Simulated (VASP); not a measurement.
# CuI (P4/nmm) in VASP: further runs

The runs below take CuI through single point, with PBE+D3(BJ).

Program: VASP 6.6.1. These are calculated values, not measurements. Logs are shortened: lines on timing, memory, paths and dates and some standing lists are left out, and cuts for length are marked.

## Step 1: The cell of the first run

It takes space group P4/nmm (No. 129, tetragonal). Conventional cell: a = 4.090 Å, b = 4.090 Å, c = 6.551 Å, α = 90.00°, β = 90.00°, γ = 90.00°. Within 3.5 Å of Cu (site symmetry -4m2) lie 4 I at 2.66 Å and 4 Cu at 2.89 Å. I (site symmetry 4mm) has 4 Cu at 2.66 Å within 3.5 Å.

## Step 2: Single point, PBE+D3(BJ)

The input, INCAR:

```
SYSTEM = CuI
ALGO = Normal ; EDIFF = 1E-7
ENCUT = 520 ; GGA = PE
ISIF = 2 ; ISMEAR = 0
IVDW = 12 ; LASPH = .True.
LCHARG = .False. ; LREAL = .False.
LWAVE = .False. ; NBANDS = 26
NELM = 60 ; PREC = Accurate
SIGMA = 0.02
```

The input, KPOINTS:

```
k-points
0
Gamma
  8 8 4
  0 0 0
```

The input, POSCAR:

```
CuI
1.0
    4.0901961900      0.0000000000      0.0000000000
    0.0000000000      4.0901961900      0.0000000000
    0.0000000000      0.0000000000      6.5514580400
Cu I
2 2
Direct
    0.5000000000      0.5000000000      0.0000000000
    0.0000000000      0.0000000000      0.0000000000
    0.5000000000      0.0000000000      0.2599440116
    0.0000000000      0.5000000000      0.7400559884
```

Potentials or basis: VASP PAW PBE potentials, release 64 (Cu, I).

On the command line:

```console
$ cat potpaw_PBE.64/Cu/POTCAR potpaw_PBE.64/I/POTCAR > POTCAR
$ mpirun -np 1 vasp_std > vasp.out
```

OUTCAR:

```text
SYSTEM = CuI
   EDIFF = 1E-7
   ENCUT = 520
   GGA = PE
   ISIF = 2
   ISMEAR = 0
   IVDW = 12
   LASPH = .True.
   LREAL = .False.
   NELM = 60
   PREC = Accurate
 IVDW          = 12

 ion  position               nearest neighbor table
   1  0.500  0.500  0.000-   3 2.66   4 2.66   3 2.66   4 2.66
   2  0.000  0.000  0.000-   3 2.66   4 2.66   4 2.66   3 2.66
   3  0.500  0.000  0.260-   1 2.66   2 2.66   1 2.66   2 2.66
   4  0.000  0.500  0.740-   1 2.66   2 2.66   2 2.66   1 2.66

  LATTYP: Found a simple tetragonal cell.
 ALAT       =     4.0901961900
 C/A-ratio  =     1.6017466487

  Lattice vectors:

 A1 = (   4.0901961900,   0.0000000000,   0.0000000000)
 A2 = (   0.0000000000,   4.0901961900,   0.0000000000)
 A3 = (   0.0000000000,   0.0000000000,   6.5514580400)

Analysis of symmetry for initial positions (statically):
=====================================================================
 Subroutine PRICEL returns:
 Original cell was already a primitive cell.

 Routine SETGRP: Setting up the symmetry group for a
 simple tetragonal supercell.

 Subroutine GETGRP returns: Found 16 space group operations
 (whereof  8 operations were pure point group operations)
 out of a pool of 16 trial point group operations.

The static configuration has the point symmetry D_2d.
 The point group associated with its full space group is D_4h.

Analysis of symmetry for dynamics (positions and initial velocities):
=====================================================================
 Subroutine PRICEL returns:
 Original cell was already a primitive cell.

 Routine SETGRP: Setting up the symmetry group for a
 simple tetragonal supercell.

 Subroutine GETGRP returns: Found 16 space group operations
 (whereof  8 operations were pure point group operations)
 out of a pool of 16 trial point group operations.

The dynamic configuration has the point symmetry D_2d.
 The point group associated with its full space group is D_4h.

 Subroutine INISYM returns: Found 16 space group operations
 (whereof  8 operations are pure point group operations),
 and found     1 'primitive' translations

----------------------------------------------------------------------------------------

                                     Primitive cell

  volume of cell :     109.6040

  direct lattice vectors                    reciprocal lattice vectors
     4.090196190  0.000000000  0.000000000     0.244487050  0.000000000  0.000000000
     0.000000000  4.090196190  0.000000000     0.000000000  0.244487050  0.000000000
     0.000000000  0.000000000  6.551458040     0.000000000  0.000000000  0.152637778

  length of vectors
     4.090196190  4.090196190  6.551458040     0.244487050  0.244487050  0.152637778

  position of ions in fractional coordinates (direct lattice)
     0.500000000  0.500000000  0.000000000
     0.000000000  0.000000000  0.000000000
     0.500000000  0.000000000  0.259944012
     0.000000000  0.500000000  0.740055988

  ion indices of the primitive-cell ions
   primitive index   ion index
                 1           1
                 2           2
                 3           3
                 4           4

----------------------------------------------------------------------------------------

 KPOINTS: k-points

Automatic generation of k-mesh.
 Grid dimensions read from file:
 generate k-points for:    8    8    4

 Generating k-lattice:

  Cartesian coordinates                     Fractional coordinates (reciprocal lattice)
     0.030560881  0.000000000  0.000000000     0.125000000  0.000000000  0.000000000
     0.000000000  0.030560881  0.000000000     0.000000000  0.125000000  0.000000000
     0.000000000  0.000000000  0.038159445     0.000000000  0.000000000  0.250000000

  Length of vectors
     0.030560881  0.030560881  0.038159445

  Shift w.r.t. Gamma in fractional coordinates (k-lattice)
     0.000000000  0.000000000  0.000000000

 Subroutine IBZKPT returns following result:
 ===========================================

 Found     45 irreducible k-points:

 Following reciprocal coordinates:
            Coordinates               Weight
  0.000000  0.000000  0.000000      1.000000
  0.125000  0.000000  0.000000      4.000000
  0.250000  0.000000  0.000000      4.000000
  0.375000  0.000000  0.000000      4.000000
  0.500000  0.000000  0.000000      2.000000
  0.125000  0.125000  0.000000      4.000000
[... 16 lines left out ...]
  0.375000  0.125000  0.250000     16.000000
  0.500000  0.125000  0.250000      8.000000
 [... further k-points ...]
   k-points           NKPTS =     45   k-points in BZ     NKDIM =     45   number of bands    NBANDS=     26
   number of dos      NEDOS =    301   number of ions     NIONS =      4
   total plane-waves  NPLWV =  45000
   dimension x,y,z NGX =    30 NGY =   30 NGZ =   50
   dimension x,y,z NGXF=    60 NGYF=   60 NGZF=  100
   ions per type =               2   2
   NGX,Y,Z   is equivalent  to a cutoff of  12.19, 12.19, 12.69 a.u.
   NGXF,Y,Z  is equivalent  to a cutoff of  24.39, 24.39, 25.38 a.u.
 SYSTEM =  CuI
   PREC   = accura    normal or accurate (medium, high low for compatibility)
   ISTART =      0    job   : 0-new  1-cont  2-samecut
   ICHARG =      2    charge: 1-file 2-atom 10-const
   ISPIN  =      1    spin polarized calculation?
   LNONCOLLINEAR =      F non collinear calculations
   LSORBIT =      F    spin-orbit coupling
   LASPH  =      T    aspherical Exc in radial PAW
   ENCUT  =  520.0 eV  38.22 Ry    6.18 a.u.   7.61  7.61 12.18*2*pi/ulx,y,z
   NELM   =     60;   NELMIN=  2; NELMDL= -5     # of ELM steps
   EDIFF  = 0.1E-06   stopping-criterion for ELM
   LREAL  =      F    real-space projection
   EDIFFG = 0.1E-05   stopping-criterion for IOM
   NSW    =      0    number of steps for IOM
   IBRION =     -1    ionic relax: 0-MD 1-quasi-New 2-CG
   NFREE  =      0    steps in history (QN), initial steepest desc. (CG)
   ISIF   =      2    stress and relaxation
   ISYM   =      2    0-nonsym 1-usesym 2-fastsym
   POTIM  = 0.5000    time-step for ionic-motion
   TEBEG  =    0.0;   TEEND  =   0.0 temperature during run
   PSTRESS=    0.0 pullay stress
   NELECT =      36.0000    total number of electrons
   NUPDOWN=      -1.0000    fix difference up-down
   EMIN   =  10.00;   EMAX   =-10.00  energy-range for DOS
   EFERMI =   0.00;   METHOD = LEGACY
   ISMEAR =     0;   SIGMA  =   0.02  broadening in eV -4-tet -1-fermi 0-gaus
   EFERMI_NEDOS =   21; number of points for ismear=-14 and -15
   IALGO  =     38    algorithm
   IMIX   =      4    mixing-type and parameters
     AMIX     =   0.40;   BMIX     =  1.00
     AMIX_MAG =   1.60;   BMIX_MAG =  1.00
  volume/ion in A,a.u.               =      27.40       184.91
  Fermi-wavevector in a.u.,A,eV,Ry     =   1.129536  2.134514 17.359028  1.275853
  Thomas-Fermi vector in A             =   2.266230
   LORBIT       =      0    0 simple, 1 ext, 2 COOP (PROOUT), +10 PAW based schemes
   GGA     = PE    functional components
   LHFCALC =     F    Hartree Fock is set to
   AEXX    =    0.0000 exact exchange contribution
   IVDW    =    12    specifies the selected vdW correction
   LEPSILON=     F    determine dielectric tensor
   LRPA    =     F    only Hartree local field effects (RPA)
 non-spin polarized calculation
 Gauss-broadening in eV      SIGMA  =   0.02
  energy-cutoff  :      520.00
  volume of cell :      109.60
 maximum number of plane-waves:      2972
   NGX = 15   NGY = 15   NGZ = 25

 number of electron      35.9999968 magnetization

 Free energy of the ion-electron system (eV)
  ---------------------------------------------------
  ext. energy  EPLUGINS =         0.00000000
  ---------------------------------------------------
  free energy    TOTEN  =       -11.08688910 eV

  energy without entropy =      -11.08688910  energy(sigma->0) =      -11.08688910

 E-fermi :   4.4878     XC(G=0):  -8.9931

 val. band max:        4.4020798034   @ k =   0.0000   0.0000   0.0000
 cond. band min:       5.9850015530   @ k =   0.0000   0.0000   0.0000
 fundamental gap:      1.5829217496
 Fermi energy:         4.4878022265

 k-point     1 :       0.0000    0.0000    0.0000
  band No.  band energies     occupation
      1      -9.4530      2.00000
      2      -8.7773      2.00000
      3      -1.3576      2.00000
      4       0.7012      2.00000
      5       0.9049      2.00000
      6       0.9049      2.00000
[... 18 lines left out ...]
     25      12.7751      0.00000
     26      13.1193      0.00000

 k-point     2 :       0.1250    0.0000    0.0000
  band No.  band energies     occupation
      1      -9.3953      2.00000
      2      -8.7625      2.00000
      3      -1.2571      2.00000
      4       0.6712      2.00000
      5       0.7171      2.00000
      6       0.9177      2.00000
[... 18 lines left out ...]
     25      12.7070      0.00000
     26      13.1284      0.00000

 k-point     3 :       0.2500    0.0000    0.0000
  band No.  band energies     occupation
      1      -9.2391      2.00000
      2      -8.7378      2.00000
      3      -0.9832      2.00000
      4       0.1302      2.00000
      5       0.2708      2.00000
      6       0.7512      2.00000
[... 18 lines left out ...]
     25      11.7446      0.00000
     26      12.4260      0.00000

 k-point     4 :       0.3750    0.0000    0.0000
  band No.  band energies     occupation
      1      -9.0345      2.00000
      2      -8.7528      2.00000
      3      -0.7037      2.00000
      4      -0.4430      2.00000
      5      -0.0343      2.00000
      6       0.5897      2.00000
[... 18 lines left out ...]
     25      11.3958      0.00000
     26      11.5600      0.00000
[... 496 lines left out ...]
      1      -9.1319      2.00000
      2      -8.7800      2.00000
      3      -0.8664      2.00000
      4      -0.0426      2.00000
      5       0.3187      2.00000
      6       0.7400      2.00000
[... 18 lines left out ...]
     25      10.8135      0.00000
     26      12.2915      0.00000

 k-point    23 :       0.3750    0.1250    0.2500
  band No.  band energies     occupation
      1      -8.9551      2.00000
      2      -8.7573      2.00000
      3      -0.8842      2.00000
      4      -0.5770      2.00000
      5       0.2758      2.00000
      6       0.7239      2.00000
[... 18 lines left out ...]
     25      11.7428      0.00000
     26      12.1604      0.00000

 k-point    24 :       0.5000    0.1250    0.2500
  band No.  band energies     occupation
      1      -8.8132      2.00000
      2      -8.8132      2.00000
      3      -0.8792      2.00000
      4      -0.8792      2.00000
      5       0.5346      2.00000
      6       0.5346      2.00000
[... 18 lines left out ...]
     25      11.7449      0.00000
     26      11.7449      0.00000

 [... further k-points ...]

------------------------ aborting loop because EDIFF is reached ----------------------------------------

 Edisp (eV)   -1.39624

 E8    (eV) :    -0.6118

  FORCE on cell =-STRESS in cart. coord.  units (eV):
  Direction    XX          YY          ZZ          XY          YZ          ZX
  --------------------------------------------------------------------------------------
  -------------------------------------------------------------------------------------
  Total      -0.94225    -0.94225    -0.77783     0.00000     0.00000     0.00000
  in kB     -13.77366   -13.77366   -11.37028     0.00000     0.00000     0.00000
  external pressure =      -12.97 kB  Pullay stress =        0.00 kB

 VOLUME and BASIS-vectors are now :
 -----------------------------------------------------------------------------
  energy-cutoff  :      520.00
  volume of cell :      109.60
      direct lattice vectors                 reciprocal lattice vectors
     4.090196190  0.000000000  0.000000000     0.244487050  0.000000000  0.000000000
     0.000000000  4.090196190  0.000000000     0.000000000  0.244487050  0.000000000
     0.000000000  0.000000000  6.551458040     0.000000000  0.000000000  0.152637778

 POSITION                                       TOTAL-FORCE (eV/Angst)
 -----------------------------------------------------------------------------------
      2.04510      2.04510      0.00000         0.000000      0.000000      0.000000
      0.00000      0.00000      0.00000        -0.000000     -0.000000      0.000000
      2.04510      0.00000      1.70301        -0.000000      0.000000      0.007791
      0.00000      2.04510      4.84845        -0.000000      0.000000     -0.007791
 -----------------------------------------------------------------------------------
    total drift:                                0.000000      0.000000      0.000000

  FREE ENERGIE OF THE ION-ELECTRON SYSTEM (eV)
  ---------------------------------------------------
  free  energy   TOTEN  =       -12.4831274904 eV

  energy  without entropy=      -12.4831274904  energy(sigma->0) =      -12.48312749
```

Run time: 1.8 min. Hardware: 1 thread of Intel Xeon Platinum 8488C (Sapphire Rapids), shared host; peak memory 0.27 GiB.

What came out:

* Free energy: -12.4831 eV
* Pressure: -1.3 GPa
* Largest force: 0.008 eV/Å
* Band gap on the k mesh: 1.58 eV, direct
* Dispersion energy per atom: -0.349 eV

Forces in eV/Å, atoms in the order of the input:
```
Cu   0.000  0.000  0.000
Cu   0.000  0.000  0.000
I    0.000  0.000  0.008
I    0.000  0.000 -0.008
```

Levels at points of the mesh, in eV from the valence-band top:
```csv
k point,band 16,band 17,band 18,band 19,band 20,band 21
"(0.00, 0.00, 0.00)",-0.81,0.00,0.00,1.58,3.10,3.42
"(0.50, 0.00, 0.00)",-1.08,-0.46,-0.46,3.60,3.60,4.94
"(0.50, 0.50, 0.00)",-1.62,-1.04,-1.04,2.63,2.63,2.84
"(0.00, 0.00, 0.50)",-1.11,-0.29,-0.29,3.25,3.29,3.55
"(0.50, 0.00, 0.50)",-0.72,-0.43,-0.43,2.25,2.25,5.17
"(0.50, 0.50, 0.50)",-1.62,-0.96,-0.96,4.03,4.03,4.04
```

Caveat: spin-orbit coupling is left out, which moves the levels of the heavy elements.

## Step 3: Single point, PBE+D3(BJ) (volume scaled by 0.88, then relaxed in part)

The input, INCAR:

```
SYSTEM = CuI
ALGO = Normal
EDIFF = 1E-6
ENCUT = 520
GGA = PE
ISIF = 2
ISMEAR = 0
IVDW = 12
LASPH = .TRUE.
LCHARG = .TRUE.
LELF = .TRUE.
LREAL = .FALSE.
LVHAR = .TRUE.
LWAVE = .FALSE.
NBANDS = 26
NELM = 100
PREC = Accurate
SIGMA = 0.02
```

The input, KPOINTS:

```
k-points
0
G
  8 8 6
  0 0 0
```

The input, POSCAR:

```
CuI
1.0
    3.8997857931      0.0000000000      0.0000000000
    0.0000000000      3.8997857931      0.0000000000
    0.0000000000      0.0000000000      5.8223301507
Cu I
2 2
Direct
    0.5000000000      0.5000000000      0.0000000000
    0.0000000000      0.0000000000      0.0000000000
    0.5000000000      0.0000000000      0.2963698273
    0.0000000000      0.5000000000      0.7036301727
```

Potentials or basis: VASP PAW PBE potentials, release 64 (Cu, I).

On the command line:

```console
$ cat potpaw_PBE.64/Cu/POTCAR potpaw_PBE.64/I/POTCAR > POTCAR
$ mpirun -np 1 vasp_std > vasp.out
```

OUTCAR:

```text
SYSTEM = CuI
   EDIFF = 1E-6
   ENCUT = 520
   GGA = PE
   ISIF = 2
   ISMEAR = 0
   IVDW = 12
   LASPH = .TRUE.
   LREAL = .FALSE.
   NELM = 100
   PREC = Accurate
 IVDW          = 12

 ion  position               nearest neighbor table
   1  0.500  0.500  0.000-   3 2.60   4 2.60   3 2.60   4 2.60   2 2.76   2 2.76   2 2.76   2 2.76

   2  0.000  0.000  0.000-   3 2.60   4 2.60   4 2.60   3 2.60   1 2.76   1 2.76   1 2.76   1 2.76

   3  0.500  0.000  0.296-   1 2.60   2 2.60   1 2.60   2 2.60
   4  0.000  0.500  0.704-   1 2.60   2 2.60   2 2.60   1 2.60

  LATTYP: Found a simple tetragonal cell.
 ALAT       =     3.8997857931
 C/A-ratio  =     1.4929871689

  Lattice vectors:

 A1 = (   3.8997857931,   0.0000000000,   0.0000000000)
 A2 = (   0.0000000000,   3.8997857931,   0.0000000000)
 A3 = (   0.0000000000,   0.0000000000,   5.8223301507)

Analysis of symmetry for initial positions (statically):
=====================================================================
 Subroutine PRICEL returns:
 Original cell was already a primitive cell.

[... 175 lines left out ...]

 E-fermi :   7.1358     XC(G=0): -10.1752

 val. band max:        7.0096021019   @ k =   0.0000   0.0000   0.0000
 cond. band min:       8.5415038770   @ k =   0.0000   0.0000   0.0000
 fundamental gap:      1.5319017751
 Fermi energy:         7.1357501864

 k-point     1 :       0.0000    0.0000    0.0000
  band No.  band energies     occupation
      1      -7.9342      2.00000
      2      -6.5583      2.00000
      3       0.0217      2.00000
      4       2.8075      2.00000
      5       2.9455      2.00000
      6       2.9455      2.00000
[... 685 lines left out ...]
     25      14.5598      0.00000
     26      14.5598      0.00000

 [... further k-points ...]

------------------------ aborting loop because EDIFF is reached ----------------------------------------

 Edisp (eV)   -1.74546

 E8    (eV) :    -0.7661

  FORCE on cell =-STRESS in cart. coord.  units (eV):
  Direction    XX          YY          ZZ          XY          YZ          ZX
  --------------------------------------------------------------------------------------
  -------------------------------------------------------------------------------------
  Total       2.69914     2.69914     2.66297     0.00000     0.00000     0.00000
  in kB      48.83791    48.83791    48.18353     0.00000     0.00000     0.00000
  external pressure =       48.62 kB  Pullay stress =        0.00 kB

 VOLUME and BASIS-vectors are now :
 -----------------------------------------------------------------------------
  energy-cutoff  :      520.00
  volume of cell :       88.55
      direct lattice vectors                 reciprocal lattice vectors
     3.899785793  0.000000000  0.000000000     0.256424340  0.000000000  0.000000000
     0.000000000  3.899785793  0.000000000     0.000000000  0.256424340  0.000000000
     0.000000000  0.000000000  5.822330151     0.000000000  0.000000000  0.171752541

 POSITION                                       TOTAL-FORCE (eV/Angst)
 -----------------------------------------------------------------------------------
      1.94989      1.94989      0.00000         0.000000     -0.000000     -0.000000
      0.00000      0.00000      0.00000        -0.000000      0.000000     -0.000000
      1.94989      0.00000      1.72556        -0.000000      0.000000      0.003451
      0.00000      1.94989      4.09677        -0.000000      0.000000     -0.003451
 -----------------------------------------------------------------------------------
    total drift:                                0.000000      0.000000      0.000000

  FREE ENERGIE OF THE ION-ELECTRON SYSTEM (eV)
  ---------------------------------------------------
  free  energy   TOTEN  =       -12.3672944142 eV

  energy  without entropy=      -12.3672944142  energy(sigma->0) =      -12.36729441
```

stdout:

```text
POSCAR found type information on POSCAR CuI
 POSCAR found :  2 types and       4 ions
 scaLAPACK will be used
 LDA part: xc-table for (Slater+PW92), standard interpolation
 POSCAR, INCAR and KPOINTS ok, starting setup
 FFT: planning ... GRIDC
 FFT: planning ... GRID_SOFT
 FFT: planning ... GRID
 WAVECAR not read
 entering main loop
```

Run time: 2 min. Hardware: 1 thread of Intel Xeon Platinum 8488C (Sapphire Rapids), shared host; peak memory 0.28 GiB.

Results:

* Free energy: -12.3673 eV
* Pressure: 4.9 GPa
* Largest force: 0.003 eV/Å
* Band gap on the k mesh: 1.53 eV, direct
* Dispersion energy per atom: -0.436 eV

Forces in eV/Å, atoms in the order of the input:
```
Cu   0.000  0.000  0.000
Cu   0.000  0.000  0.000
I    0.000  0.000  0.003
I    0.000  0.000 -0.003
```

Caveat: spin-orbit coupling is left out, which moves the levels of the heavy elements.
